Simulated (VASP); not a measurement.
# MgO (I4mm) in VASP: further runs

Runs on MgO. Level: r2SCAN. Tasks: single point.

Program: VASP 6.6.1. These are calculated values, not measurements. Logs are shortened: lines on timing, memory, paths and dates and some standing lists are left out, and cuts for length are marked.

## Step 1: The cell of the first run

It takes space group I4mm (No. 107, tetragonal). Conventional cell: a = 3.020 Å, b = 3.020 Å, c = 4.270 Å, α = 90.00°, β = 90.00°, γ = 90.00°. Mg (site symmetry 4mm) has 6 O at 1.89 to 2.39 Å within 2.5 Å. Within 2.5 Å of O (site symmetry 4mm) lie 6 Mg at 1.89 to 2.39 Å.

## Step 2: Single point, r2SCAN (all Mg atoms moved -0.250 Å, as atom 1 along Cartesian [0 1 0])

Input file POSCAR:

```
MgO
1.0
    0.0000000000      2.1351500000      2.1351500000
    2.1351500000      0.0000000000      2.1351500000
    2.1351500000      2.1351500000      0.0000000000
Mg O
1 1
Direct
   -0.0585438962      0.0585438962     -0.0585438962
    0.5000000000      0.5000000000      0.5000000000
```

Input file INCAR.step1:

```
  PREC = Accurate
  ENCUT = 520
  ISMEAR = 0
  SIGMA = 0.05
  LREAL = False
  LASPH = True
  NELM = 100
  NBANDS = 11
  GGA = PE
  ALGO = Normal
  EDIFF = 1E-4
  LWAVE = True
  LCHARG = False
```

Input file INCAR.step2:

```
  PREC = Accurate
  ENCUT = 520
  EDIFF = 1E-6
  ISMEAR = 0
  SIGMA = 0.05
  LREAL = False
  LASPH = True
  NELM = 100
  ALGO = Normal
  ISIF = 2
  LWAVE = False
  LCHARG = True
  METAGGA = R2SCAN
  LMIXTAU = True
  LELF = True
  LVHAR = True
  NBANDS = 11
  ISTART = 1
```

Input file KPOINTS:

```
regular mesh
0
Gamma
  10 10 10
```

Potentials or basis: VASP PAW PBE potentials, release 64 (Mg, O).

The run is started by

```sh
cat potpaw_PBE.64/Mg/POTCAR potpaw_PBE.64/O/POTCAR > POTCAR
cp INCAR.step1 INCAR
mpirun -np 1 vasp_std > vasp.out
cp INCAR.step2 INCAR
mpirun -np 1 vasp_std > vasp.out
```

OUTCAR:

```text
PREC = Accurate
   ENCUT = 520
   EDIFF = 1E-6
   ISMEAR = 0
   LREAL = False
   LASPH = True
   NELM = 100
   ISIF = 2
   METAGGA = R2SCAN
   ISTART = 1

 ion  position               nearest neighbor table
   1  0.941  0.059  0.941-   2 1.89   2 2.15   2 2.15   2 2.15   2 2.15   2 2.39
   2  0.500  0.500  0.500-   1 1.89   1 2.15   1 2.15   1 2.15   1 2.15   1 2.39

  LATTYP: Found a face centered cubic cell.
 ALAT       =     4.2703000000

  Lattice vectors:

 A1 = (   0.0000000000,   2.1351500000,   2.1351500000)
 A2 = (   2.1351500000,   0.0000000000,   2.1351500000)
 A3 = (   2.1351500000,   2.1351500000,   0.0000000000)

Analysis of symmetry for initial positions (statically):
=====================================================================
 Subroutine PRICEL returns:
 Original cell was already a primitive cell.

 Routine SETGRP: Setting up the symmetry group for a
 face centered cubic supercell.

 Subroutine GETGRP returns: Found  8 space group operations
 (whereof  8 operations were pure point group operations)
 out of a pool of 48 trial point group operations.

The static configuration has the point symmetry C_4v.

Analysis of symmetry for dynamics (positions and initial velocities):
=====================================================================
 Subroutine PRICEL returns:
 Original cell was already a primitive cell.

 Routine SETGRP: Setting up the symmetry group for a
 face centered cubic supercell.

 Subroutine GETGRP returns: Found  8 space group operations
 (whereof  8 operations were pure point group operations)
 out of a pool of 48 trial point group operations.

The dynamic configuration has the point symmetry C_4v.

 Subroutine INISYM returns: Found  8 space group operations
 (whereof  8 operations are pure point group operations),
 and found     1 'primitive' translations

----------------------------------------------------------------------------------------

                                     Primitive cell

  volume of cell :      19.4677

  direct lattice vectors                    reciprocal lattice vectors
     0.000000000  2.135150000  2.135150000    -0.234175585  0.234175585  0.234175585
     2.135150000  0.000000000  2.135150000     0.234175585 -0.234175585  0.234175585
     2.135150000  2.135150000  0.000000000     0.234175585  0.234175585 -0.234175585

  length of vectors
     3.019558088  3.019558088  3.019558088     0.405604011  0.405604011  0.405604011

  position of ions in fractional coordinates (direct lattice)
     0.941456104  0.058543896  0.941456104
     0.500000000  0.500000000  0.500000000

  ion indices of the primitive-cell ions
   primitive index   ion index
                 1           1
                 2           2

----------------------------------------------------------------------------------------

 KPOINTS: regular mesh

Automatic generation of k-mesh.
 Grid dimensions read from file:
 generate k-points for:   10   10   10

 Generating k-lattice:

  Cartesian coordinates                     Fractional coordinates (reciprocal lattice)
    -0.023417558  0.023417558  0.023417558     0.100000000  0.000000000  0.000000000
     0.023417558 -0.023417558  0.023417558     0.000000000  0.100000000  0.000000000
     0.023417558  0.023417558 -0.023417558     0.000000000  0.000000000  0.100000000

  Length of vectors
     0.040560401  0.040560401  0.040560401

  Shift w.r.t. Gamma in fractional coordinates (k-lattice)
     0.000000000  0.000000000  0.000000000

 Subroutine IBZKPT returns following result:
 ===========================================

 Found    102 irreducible k-points:

 Following reciprocal coordinates:
            Coordinates               Weight
  0.000000  0.000000  0.000000      1.000000
  0.100000  0.000000  0.000000      8.000000
  0.200000  0.000000  0.000000      8.000000
  0.300000  0.000000  0.000000      8.000000
  0.400000  0.000000  0.000000      8.000000
  0.500000  0.000000  0.000000      4.000000
[... 16 lines left out ...]
 -0.100000  0.100000  0.000000      8.000000
  0.100000  0.000000 -0.100000      4.000000
 [... further k-points ...]
   k-points           NKPTS =    102   k-points in BZ     NKDIM =    102   number of bands    NBANDS=     11
   number of dos      NEDOS =    301   number of ions     NIONS =      2
   total plane-waves  NPLWV =  13824
   dimension x,y,z NGX =    24 NGY =   24 NGZ =   24
   dimension x,y,z NGXF=    48 NGYF=   48 NGZF=   48
   ions per type =               1   1
   NGX,Y,Z   is equivalent  to a cutoff of  13.21, 13.21, 13.21 a.u.
   NGXF,Y,Z  is equivalent  to a cutoff of  26.43, 26.43, 26.43 a.u.
 SYSTEM =  unknown system
   PREC   = accura    normal or accurate (medium, high low for compatibility)
   ISTART =      1    job   : 0-new  1-cont  2-samecut
   ICHARG =      0    charge: 1-file 2-atom 10-const
   ISPIN  =      1    spin polarized calculation?
   LNONCOLLINEAR =      F non collinear calculations
   LSORBIT =      F    spin-orbit coupling
   LASPH  =      T    aspherical Exc in radial PAW
   ENCUT  =  520.0 eV  38.22 Ry    6.18 a.u.   5.61  5.61  5.61*2*pi/ulx,y,z
   NELM   =    100;   NELMIN=  2; NELMDL=  0     # of ELM steps
   EDIFF  = 0.1E-05   stopping-criterion for ELM
   LREAL  =      F    real-space projection
   EDIFFG = 0.1E-04   stopping-criterion for IOM
   NSW    =      0    number of steps for IOM
   IBRION =     -1    ionic relax: 0-MD 1-quasi-New 2-CG
   NFREE  =      0    steps in history (QN), initial steepest desc. (CG)
   ISIF   =      2    stress and relaxation
   ISYM   =      2    0-nonsym 1-usesym 2-fastsym
   POTIM  = 0.5000    time-step for ionic-motion
   TEBEG  =    0.0;   TEEND  =   0.0 temperature during run
   PSTRESS=    0.0 pullay stress
   NELECT =       8.0000    total number of electrons
   NUPDOWN=      -1.0000    fix difference up-down
   EMIN   =  10.00;   EMAX   =-10.00  energy-range for DOS
   EFERMI =   0.00;   METHOD = LEGACY
   ISMEAR =     0;   SIGMA  =   0.05  broadening in eV -4-tet -1-fermi 0-gaus
   EFERMI_NEDOS =   21; number of points for ismear=-14 and -15
   IALGO  =     38    algorithm
   IMIX   =      4    mixing-type and parameters
     AMIX     =   0.40;   BMIX     =  1.00
     AMIX_MAG =   1.60;   BMIX_MAG =  1.00
  volume/ion in A,a.u.               =       9.73        65.69
  Fermi-wavevector in a.u.,A,eV,Ry     =   1.217119  2.300022 20.155386  1.481379
  Thomas-Fermi vector in A             =   2.352450
   LORBIT       =      0    0 simple, 1 ext, 2 COOP (PROOUT), +10 PAW based schemes
   METAGGA = R2SCAN    functional components
   LHFCALC =     F    Hartree Fock is set to
   AEXX    =    0.0000 exact exchange contribution
   IVDW    =     0    specifies the selected vdW correction
   LEPSILON=     F    determine dielectric tensor
   LRPA    =     F    only Hartree local field effects (RPA)
 non-spin polarized calculation
 Gauss-broadening in eV      SIGMA  =   0.05
  energy-cutoff  :      520.00
  volume of cell :       19.47
 maximum number of plane-waves:       544
   NGX = 11   NGY = 11   NGZ = 11

 number of electron       8.0000002 magnetization

 Free energy of the ion-electron system (eV)
  ---------------------------------------------------
  ext. energy  EPLUGINS =         0.00000000
  ---------------------------------------------------
  free energy    TOTEN  =       -15.96011409 eV

  energy without entropy =      -15.96011409  energy(sigma->0) =      -15.96011409

 E-fermi :   2.7785     XC(G=0): -11.3595

 val. band max:        2.4258136128   @ k =   0.0000   0.0000   0.0000
 cond. band min:       7.6051796640   @ k =   0.0000   0.0000   0.0000
 fundamental gap:      5.1793660512
 Fermi energy:         2.7785058005

 k-point     1 :       0.0000    0.0000    0.0000
  band No.  band energies     occupation
      1     -15.5476      2.00000
      2       2.3475      2.00000
      3       2.4258      2.00000
      4       2.4258      2.00000
      5       7.6052      0.00000
      6      19.1811      0.00000
      7      19.2912      0.00000
      8      19.2912      0.00000
      9      22.9388      0.00000
     10      24.8496      0.00000
     11      25.0039      0.00000

 k-point     2 :       0.1000    0.0000    0.0000
  band No.  band energies     occupation
      1     -15.4525      2.00000
      2       1.7728      2.00000
      3       2.3388      2.00000
      4       2.3666      2.00000
      5       8.2151      0.00000
      6      17.8962      0.00000
      7      19.4634      0.00000
      8      19.5039      0.00000
      9      24.0461      0.00000
     10      24.1538      0.00000
     11      24.7445      0.00000

 k-point     3 :       0.2000    0.0000    0.0000
  band No.  band energies     occupation
      1     -15.1926      2.00000
      2       0.5292      2.00000
      3       2.1858      2.00000
      4       2.2160      2.00000
      5       9.4325      0.00000
      6      16.2955      0.00000
      7      19.8143      0.00000
      8      19.8777      0.00000
      9      23.3877      0.00000
     10      23.6115      0.00000
     11      25.6013      0.00000

 k-point     4 :       0.3000    0.0000    0.0000
  band No.  band energies     occupation
      1     -14.8462      2.00000
      2      -0.7186      2.00000
      3       2.0062      2.00000
      4       2.0375      2.00000
      5      10.4612      0.00000
      6      15.4673      0.00000
      7      19.8305      0.00000
      8      19.8467      0.00000
      9      23.9700      0.00000
     10      24.0030      0.00000
     11      25.1240      0.00000

 k-point     5 :       0.4000    0.0000    0.0000
  band No.  band energies     occupation
      1     -14.5413      2.00000
      2      -1.6220      2.00000
      3       1.8667      2.00000
      4       1.8988      2.00000
      5      10.9179      0.00000
      6      15.4057      0.00000
      7      19.5362      0.00000
      8      19.6875      0.00000
      9      24.1304      0.00000
     10      25.3507      0.00000
     11      25.6877      0.00000
[... 211 lines left out ...]
 k-point    21 :      -0.2000    0.1000    0.0000
  band No.  band energies     occupation
      1     -15.0155      2.00000
      2       0.0312      2.00000
      3       1.8055      2.00000
      4       2.1601      2.00000
      5      10.1779      0.00000
      6      15.7233      0.00000
      7      19.0862      0.00000
      8      20.5490      0.00000
      9      22.4886      0.00000
     10      24.3964      0.00000
     11      26.4125      0.00000

 k-point    22 :       0.1000    0.0000   -0.2000
  band No.  band energies     occupation
      1     -15.0161      2.00000
      2       0.0048      2.00000
      3       1.8098      2.00000
      4       2.1869      2.00000
      5      10.2394      0.00000
      6      15.6199      0.00000
      7      19.2778      0.00000
      8      20.2973      0.00000
      9      22.2059      0.00000
     10      24.4227      0.00000
     11      27.0036      0.00000

 k-point    23 :      -0.1000    0.1000    0.0000
  band No.  band energies     occupation
      1     -15.3029      2.00000
      2       1.1038      2.00000
      3       2.1116      2.00000
      4       2.3041      2.00000
      5       8.9980      0.00000
      6      16.8184      0.00000
      7      19.4377      0.00000
      8      19.9364      0.00000
      9      22.9756      0.00000
     10      24.2625      0.00000
     11      26.0170      0.00000

 k-point    24 :       0.1000    0.0000   -0.1000
  band No.  band energies     occupation
      1     -15.3032      2.00000
      2       1.0855      2.00000
      3       2.0996      2.00000
      4       2.3288      2.00000
      5       9.0412      0.00000
      6      16.7606      0.00000
      7      19.5065      0.00000
      8      19.8736      0.00000
      9      22.6750      0.00000
     10      24.2686      0.00000
     11      26.3769      0.00000

 [... further k-points ...]

------------------------ aborting loop because EDIFF is reached ----------------------------------------

  FORCE on cell =-STRESS in cart. coord.  units (eV):
  Direction    XX          YY          ZZ          XY          YZ          ZX
  --------------------------------------------------------------------------------------
  -------------------------------------------------------------------------------------
  Total       -1.1135940      1.4280523     -1.1135940      0.0000000      0.0000000      0.0000000
  in kB      -91.6478559    117.5275119    -91.6478559      0.0000000      0.0000000      0.0000000
  external PRESSURE =     -21.9227333 kB  Pullay stress =       0.0000000 kB

 VOLUME and BASIS-vectors are now :
 -----------------------------------------------------------------------------
  energy-cutoff  :      520.00
  volume of cell :       19.47
      direct lattice vectors                 reciprocal lattice vectors
     0.000000000  2.135150000  2.135150000    -0.234175585  0.234175585  0.234175585
     2.135150000  0.000000000  2.135150000     0.234175585 -0.234175585  0.234175585
     2.135150000  2.135150000  0.000000000     0.234175585  0.234175585 -0.234175585

 POSITION                                       TOTAL-FORCE (eV/Angst)
 -----------------------------------------------------------------------------------
      2.13515      4.02030      2.13515         0.000000      1.701767      0.000000
      2.13515      2.13515      2.13515         0.000000     -1.701767      0.000000
 -----------------------------------------------------------------------------------
    total drift:                               -0.000000      0.003602     -0.000000

  FREE ENERGIE OF THE ION-ELECTRON SYSTEM (eV)
  ---------------------------------------------------
  free  energy   TOTEN  =       -15.9601140855 eV

  energy  without entropy=      -15.9601140855  energy(sigma->0) =      -15.96011409
```

It took 24 s on 1 thread of Intel Xeon 6975P-C (Granite Rapids), shared host; peak memory 0.15 GiB.

Results:

| Quantity | Value |
| --- | --- |
| Free energy | -15.9601 eV |
| Pressure | -2.2 GPa |
| Largest force | 1.702 eV/Å |
| Band gap on the k mesh | 5.18 eV, direct |

Forces on the atoms (eV/Å):
```
Mg   0.000  1.702  0.000
O    0.000 -1.702  0.000
```

Stress tensor (GPa, compression positive):
```
-9.16  0.00  0.00
 0.00 11.75  0.00
 0.00  0.00 -9.16
```

Levels at points of the mesh, in eV from the valence-band top:
| k point | band 1 | band 2 | band 3 | band 4 | band 5 | band 6 | band 7 | band 8 |
| --- | --- | --- | --- | --- | --- | --- | --- | --- |
| (0.00, 0.00, 0.00) | -17.97 | -0.08 | 0.00 | 0.00 | 5.18 | 16.76 | 16.87 | 16.87 |
| (0.50, 0.00, 0.00) | -16.84 | -4.38 | -0.61 | -0.58 | 8.58 | 13.08 | 16.98 | 17.20 |
| (0.50, 0.50, 0.00) | -16.60 | -3.89 | -1.33 | -1.29 | 10.18 | 10.35 | 13.90 | 19.66 |
| (0.50, 0.00, 0.50) | -16.61 | -3.82 | -1.27 | -1.27 | 10.03 | 10.25 | 13.90 | 19.82 |

Caveat: the cell differs from its parent crystal (all Mg atoms moved -0.250 Å, as atom 1 along Cartesian [0 1 0]); the PAW data sets were made with another functional, which shifts forces and pressure a little.

## Step 3: Single point, r2SCAN (all Mg atoms moved +0.438 Å, as atom 1 along Cartesian [0 1 0])

POSCAR: that of step 2 with these lines changed.

```diff
@@ -8,3 +8,3 @@
 Direct
-   -0.0585438962      0.0585438962     -0.0585438962
+    0.1024518184     -0.1024518184      0.1024518184
     0.5000000000      0.5000000000      0.5000000000
```

Input file INCAR.step1:

```
SYSTEM = MgO
PREC = Accurate
ENCUT = 520
ISMEAR = 0
SIGMA = 0.05
LREAL = .False.
LASPH = .True.
NELM = 60
NBANDS = 11
GGA = PE
ALGO = Normal
EDIFF = 1E-4
LWAVE = .True.
LCHARG = .False.
```

Input file INCAR.step2:

```
SYSTEM = MgO
PREC = Accurate
ENCUT = 520
EDIFF = 1E-6
ISMEAR = 0
SIGMA = 0.05
LREAL = .False.
LASPH = .True.
NELM = 60
ALGO = Normal
ISIF = 2
LWAVE = .False.
LCHARG = .False.
METAGGA = R2SCAN
LMIXTAU = .True.
NBANDS = 11
ISTART = 1
```

Input file KPOINTS:

```
regular mesh
0
Gamma
  10 10 10
  0 0 0
```

Potentials or basis: VASP PAW PBE potentials, release 64 (Mg, O).

The run is started by

```sh
cat potpaw_PBE.64/Mg/POTCAR potpaw_PBE.64/O/POTCAR > POTCAR
cp INCAR.step1 INCAR
mpirun -np 1 vasp_std > vasp.out
cp INCAR.step2 INCAR
mpirun -np 1 vasp_std > vasp.out
```

Wall time 24 s (1 thread of Intel Xeon 6975P-C (Granite Rapids), shared host); peak memory 0.16 GiB.

The run converged. Its results:

```yaml
Free_energy: -15.3426 eV
Pressure: 14.1 GPa
Largest_force: 5.510 eV/Å
Band_gap_on_the_k_mesh: 5.16 eV, direct
```

Forces in eV/Å, atoms in the order of the input:
```
Mg   0.000 -5.510  0.000
O    0.000  5.510  0.000
```

Stress tensor (GPa, compression positive):
```
-10.76   0.00   0.00
  0.00  63.82   0.00
  0.00   0.00 -10.76
```

Levels at points of the mesh, in eV from the valence-band top:
| k point | band 1 | band 2 | band 3 | band 4 | band 5 | band 6 | band 7 | band 8 | band 9 |
| --- | --- | --- | --- | --- | --- | --- | --- | --- | --- |
| (0.00, 0.00, 0.00) | -17.90 | -0.15 | 0.00 | 0.00 | 5.16 | 17.11 | 17.44 | 17.44 | 20.33 |
| (0.50, 0.00, 0.00) | -16.81 | -4.26 | -0.53 | -0.49 | 8.69 | 12.78 | 16.99 | 17.46 | 21.25 |
| (0.50, 0.50, 0.00) | -16.55 | -3.78 | -1.36 | -1.17 | 9.98 | 10.61 | 14.03 | 19.61 | 20.57 |
| (0.50, 0.00, 0.50) | -16.58 | -3.54 | -1.18 | -1.18 | 9.74 | 10.16 | 13.90 | 19.99 | 19.99 |

Caveat: the cell differs from its parent crystal (all Mg atoms moved +0.438 Å, as atom 1 along Cartesian [0 1 0]); the PAW data sets were made with another functional, which shifts forces and pressure a little.
